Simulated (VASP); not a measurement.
# Sb (R-3m) in VASP: notebook

Runs on Sb. Level: PBEsol. Tasks: single point, relaxation of volume and atoms at fixed shape.

Program: VASP 6.6.1. These are calculated values, not measurements. Logs are shortened: lines on timing, memory, paths and dates and some standing lists are left out, and cuts for length are marked.

### 1 The cell of the first run

The structure is trigonal, space group R-3m (No. 166). Conventional cell: a = 4.297 Å, b = 4.297 Å, c = 11.245 Å, α = 90.00°, β = 90.00°, γ = 120.00°. Within 3.8 Å of Sb (site symmetry 3m) lie 6 Sb at 2.92 to 3.32 Å.

### 2 Single point, PBEsol

Input file INCAR:

```
  PREC = Accurate
  ENCUT = 520
  EDIFF = 1E-7
  ISMEAR = 0
  SIGMA = 0.05
  LREAL = F
  LASPH = T
  NELM = 100
  ALGO = Normal
  ISIF = 2
  LWAVE = F
  LCHARG = F
  GGA = PS
  NBANDS = 12
```

Input file KPOINTS:

```
Automatic mesh
0
Gamma
  12 12 12
```

Input file POSCAR:

```
Sb
1.0
    2.1486840460      1.2405433124      3.7483743338
   -2.1486840460      1.2405433124      3.7483743338
    0.0000000000     -2.4810866248      3.7483743338
Sb
2
Direct
    0.2351015035      0.2351015035      0.2351015035
    0.7648984965      0.7648984965      0.7648984965
```

Potentials or basis: VASP PAW PBE potentials, release 64 (Sb).

On the command line:

```
$ cat potpaw_PBE.64/Sb/POTCAR > POTCAR
$ mpirun -np 1 vasp_std > vasp.out
```

OUTCAR:

```text
PREC = Accurate
   ENCUT = 520
   EDIFF = 1E-7
   ISMEAR = 0
   LREAL = F
   LASPH = T
   NELM = 100
   ISIF = 2
   GGA = PS

 ion  position               nearest neighbor table
   1  0.235  0.235  0.235-   2 2.92   2 2.92   2 2.92   2 3.32   2 3.32   2 3.32
   2  0.765  0.765  0.765-   1 2.92   1 2.92   1 2.92   1 3.32   1 3.32   1 3.32

  LATTYP: Found a trigonal (rhomboedric) cell.
 ALAT       =     4.4951196854
 COS(alpha) =     0.5430248386

  Lattice vectors:

 A1 = (   2.1486840460,   1.2405433124,   3.7483743338)
 A2 = (  -2.1486840460,   1.2405433124,   3.7483743338)
 A3 = (   0.0000000000,  -2.4810866248,   3.7483743338)

Analysis of symmetry for initial positions (statically):
=====================================================================
 Subroutine PRICEL returns:
 Original cell was already a primitive cell.

 Routine SETGRP: Setting up the symmetry group for a
 trigonal (rhombohedral) supercell.

 Subroutine GETGRP returns: Found 12 space group operations
 (whereof 12 operations were pure point group operations)
 out of a pool of 12 trial point group operations.

The static configuration has the point symmetry D_3d.

Analysis of symmetry for dynamics (positions and initial velocities):
=====================================================================
 Subroutine PRICEL returns:
 Original cell was already a primitive cell.

 Routine SETGRP: Setting up the symmetry group for a
 trigonal (rhombohedral) supercell.

 Subroutine GETGRP returns: Found 12 space group operations
 (whereof 12 operations were pure point group operations)
 out of a pool of 12 trial point group operations.

The dynamic configuration has the point symmetry D_3d.

 Subroutine INISYM returns: Found 12 space group operations
 (whereof 12 operations are pure point group operations),
 and found     1 'primitive' translations

----------------------------------------------------------------------------------------

                                     Primitive cell

  volume of cell :      59.9486

  direct lattice vectors                    reciprocal lattice vectors
     2.148684046  1.240543312  3.748374334     0.232700569  0.134349736  0.088927440
    -2.148684046  1.240543312  3.748374334    -0.232700569  0.134349736  0.088927440
     0.000000000 -2.481086625  3.748374334     0.000000000 -0.268699472  0.088927440

  length of vectors
     4.495119685  4.495119685  4.495119685     0.283032676  0.283032676  0.283032676

  position of ions in fractional coordinates (direct lattice)
     0.235101503  0.235101503  0.235101503
     0.764898497  0.764898497  0.764898497

  ion indices of the primitive-cell ions
   primitive index   ion index
                 1           1
                 2           2

----------------------------------------------------------------------------------------

 KPOINTS: Automatic mesh

Automatic generation of k-mesh.
 Grid dimensions read from file:
 generate k-points for:   12   12   12

 Generating k-lattice:

  Cartesian coordinates                     Fractional coordinates (reciprocal lattice)
     0.019391714  0.011195811  0.007410620     0.083333333  0.000000000 -0.000000000
    -0.019391714  0.011195811  0.007410620     0.000000000  0.083333333 -0.000000000
     0.000000000 -0.022391623  0.007410620    -0.000000000 -0.000000000  0.083333333

  Length of vectors
     0.023586056  0.023586056  0.023586056

  Shift w.r.t. Gamma in fractional coordinates (k-lattice)
     0.000000000  0.000000000  0.000000000

 Subroutine IBZKPT returns following result:
 ===========================================

 Found    189 irreducible k-points:

 Following reciprocal coordinates:
            Coordinates               Weight
  0.000000  0.000000  0.000000      1.000000
  0.083333 -0.000000  0.000000      6.000000
  0.166667  0.000000  0.000000      6.000000
  0.250000  0.000000  0.000000      6.000000
  0.333333  0.000000  0.000000      6.000000
  0.416667  0.000000  0.000000      6.000000
[... 16 lines left out ...]
  0.500000  0.166667  0.000000     12.000000
 -0.416667  0.166667 -0.000000     12.000000
 [... further k-points ...]
   k-points           NKPTS =    189   k-points in BZ     NKDIM =    189   number of bands    NBANDS=     12
   number of dos      NEDOS =    301   number of ions     NIONS =      2
   total plane-waves  NPLWV =  46656
   dimension x,y,z NGX =    36 NGY =   36 NGZ =   36
   dimension x,y,z NGXF=    72 NGYF=   72 NGZF=   72
   ions per type =               2
   NGX,Y,Z   is equivalent  to a cutoff of  13.31, 13.31, 13.31 a.u.
   NGXF,Y,Z  is equivalent  to a cutoff of  26.63, 26.63, 26.63 a.u.
 SYSTEM =  unknown system
   PREC   = accura    normal or accurate (medium, high low for compatibility)
   ISTART =      0    job   : 0-new  1-cont  2-samecut
   ICHARG =      2    charge: 1-file 2-atom 10-const
   ISPIN  =      1    spin polarized calculation?
   LNONCOLLINEAR =      F non collinear calculations
   LSORBIT =      F    spin-orbit coupling
   LASPH  =      T    aspherical Exc in radial PAW
   ENCUT  =  520.0 eV  38.22 Ry    6.18 a.u.   8.36  8.36  8.36*2*pi/ulx,y,z
   NELM   =    100;   NELMIN=  2; NELMDL= -5     # of ELM steps
   EDIFF  = 0.1E-06   stopping-criterion for ELM
   LREAL  =      F    real-space projection
   EDIFFG = 0.1E-05   stopping-criterion for IOM
   NSW    =      0    number of steps for IOM
   IBRION =     -1    ionic relax: 0-MD 1-quasi-New 2-CG
   NFREE  =      0    steps in history (QN), initial steepest desc. (CG)
   ISIF   =      2    stress and relaxation
   ISYM   =      2    0-nonsym 1-usesym 2-fastsym
   POTIM  = 0.5000    time-step for ionic-motion
   TEBEG  =    0.0;   TEEND  =   0.0 temperature during run
   PSTRESS=    0.0 pullay stress
   NELECT =      10.0000    total number of electrons
   NUPDOWN=      -1.0000    fix difference up-down
   EMIN   =  10.00;   EMAX   =-10.00  energy-range for DOS
   EFERMI =   0.00;   METHOD = LEGACY
   ISMEAR =     0;   SIGMA  =   0.05  broadening in eV -4-tet -1-fermi 0-gaus
   EFERMI_NEDOS =   21; number of points for ismear=-14 and -15
   IALGO  =     38    algorithm
   IMIX   =      4    mixing-type and parameters
     AMIX     =   0.40;   BMIX     =  1.00
     AMIX_MAG =   1.60;   BMIX_MAG =  1.00
  volume/ion in A,a.u.               =      29.97       202.28
  Fermi-wavevector in a.u.,A,eV,Ry     =   0.901188  1.702998 11.049826  0.812139
  Thomas-Fermi vector in A             =   2.024238
   LORBIT       =      0    0 simple, 1 ext, 2 COOP (PROOUT), +10 PAW based schemes
   GGA     = PS    functional components
   LHFCALC =     F    Hartree Fock is set to
   AEXX    =    0.0000 exact exchange contribution
   IVDW    =     0    specifies the selected vdW correction
   LEPSILON=     F    determine dielectric tensor
   LRPA    =     F    only Hartree local field effects (RPA)
 non-spin polarized calculation
 Gauss-broadening in eV      SIGMA  =   0.05
  energy-cutoff  :      520.00
  volume of cell :       59.95
 maximum number of plane-waves:      1632
 NGX is ok and might be reduce to    36
   NGX = 17   NGY = 17   NGZ = 17

 number of electron      10.0000000 magnetization

 Free energy of the ion-electron system (eV)
  ---------------------------------------------------
  ext. energy  EPLUGINS =         0.00000000
  ---------------------------------------------------
  free energy    TOTEN  =        -9.11449511 eV

  energy without entropy =       -9.11429507  energy(sigma->0) =       -9.11439509

 E-fermi :   7.2446     XC(G=0):  -9.7020

 val. band max:        7.1305474350   @ k =   0.4167   0.3333   0.3333
 cond. band min:       7.2729857954   @ k =   0.4167   0.0833   0.0833
 fundamental gap:      0.1424383603
 Fermi energy:         7.2445855458

 k-point     1 :       0.0000    0.0000    0.0000
  band No.  band energies     occupation
      1      -5.5388      2.00000
      2       2.4393      2.00000
      3       5.0978      2.00000
      4       5.4621      2.00000
      5       5.4621      2.00000
      6       9.4242      0.00000
      7       9.9663      0.00000
      8       9.9663      0.00000
      9      12.2493      0.00000
     10      12.2493      0.00000
     11      12.3110      0.00000
     12      13.7102      0.00000

 k-point     2 :       0.0833   -0.0000    0.0000
  band No.  band energies     occupation
      1      -5.4613      2.00000
      2       2.0830      2.00000
      3       5.1397      2.00000
      4       5.4456      2.00000
      5       5.5880      2.00000
      6       9.3785      0.00000
      7       9.7354      0.00000
      8       9.7589      0.00000
      9      11.8885      0.00000
     10      12.1613      0.00000
     11      12.2746      0.00000
     12      14.3134      0.00000

 k-point     3 :       0.1667    0.0000    0.0000
  band No.  band energies     occupation
      1      -5.2299      2.00000
      2       1.2475      2.00000
      3       5.1693      2.00000
      4       5.4081      2.00000
      5       5.8811      2.00000
      6       9.0683      0.00000
      7       9.1968      0.00000
      8       9.2369      0.00000
      9      11.7178      0.00000
     10      12.1868      0.00000
     11      12.5870      0.00000
     12      15.5241      0.00000
[... 286 lines left out ...]
 k-point    23 :       0.5000    0.1667    0.0000
  band No.  band energies     occupation
      1      -3.2719      2.00000
      2      -1.9268      2.00000
      3       3.6880      2.00000
      4       4.6116      2.00000
      5       5.2706      2.00000
      6       8.6058      0.00000
      7       8.8830      0.00000
      8       9.9956      0.00000
      9      12.7762      0.00000
     10      15.0738      0.00000
     11      16.0212      0.00000
     12      16.2863      0.00000

 k-point    24 :      -0.4167    0.1667   -0.0000
  band No.  band energies     occupation
      1      -2.9803      2.00000
      2      -2.2764      2.00000
      3       3.4955      2.00000
      4       4.9519      2.00000
      5       5.4839      2.00000
      6       8.0850      0.00000
      7       8.4917      0.00000
      8      10.3240      0.00000
      9      13.7228      0.00000
     10      14.2656      0.00000
     11      14.9135      0.00000
     12      17.1765      0.00000

 [... further k-points ...]
[... 5 lines left out ...]
  --------------------------------------------------------------------------------------
  -------------------------------------------------------------------------------------
  Total        0.1829094      0.1829094     -0.1545295     -0.0000000      0.0000000      0.0000000
  in kB        4.8884125      4.8884125     -4.1299362     -0.0000000      0.0000000      0.0000000
  external PRESSURE =       1.8822963 kB  Pullay stress =       0.0000000 kB

 VOLUME and BASIS-vectors are now :
 -----------------------------------------------------------------------------
  energy-cutoff  :      520.00
  volume of cell :       59.95
      direct lattice vectors                 reciprocal lattice vectors
     2.148684046  1.240543312  3.748374334     0.232700569  0.134349736  0.088927440
    -2.148684046  1.240543312  3.748374334    -0.232700569  0.134349736  0.088927440
     0.000000000 -2.481086625  3.748374334     0.000000000 -0.268699472  0.088927440

 POSITION                                       TOTAL-FORCE (eV/Angst)
 -----------------------------------------------------------------------------------
      0.00000      0.00000      2.64375         0.000000     -0.000000      0.048540
      0.00000      0.00000      8.60138         0.000000      0.000000     -0.048540
 -----------------------------------------------------------------------------------
    total drift:                               -0.000000     -0.000000     -0.000000

  FREE ENERGIE OF THE ION-ELECTRON SYSTEM (eV)
  ---------------------------------------------------
  free  energy   TOTEN  =        -9.1144951100 eV

  energy  without entropy=       -9.1142950728  energy(sigma->0) =       -9.11439509
```

It took 2 min on 1 thread of Intel Xeon Platinum 8375C at 2.90GHz (Ice Lake), shared host; peak memory 0.27 GiB.

Results:

```yaml
Free_energy: -9.1145 eV
Pressure: 0.2 GPa
Largest_force: 0.049 eV/Å
Band_gap_on_the_k_mesh: zero (band 5 reaches 7.30 eV, above the bottom of band 6 at 7.00 eV)
```

Forces in eV/Å, atoms in the order of the input:
```
Sb   0.000  0.000  0.049
Sb   0.000  0.000 -0.049
```

Stress tensor (GPa, compression positive):
```
 0.49  0.00  0.00
 0.00  0.49  0.00
 0.00  0.00 -0.41
```

Caveat: the PAW data sets were made with another functional, which shifts forces and pressure a little; spin-orbit coupling is left out, which moves the levels of the heavy elements.

(Continued in part 2 of 2.)
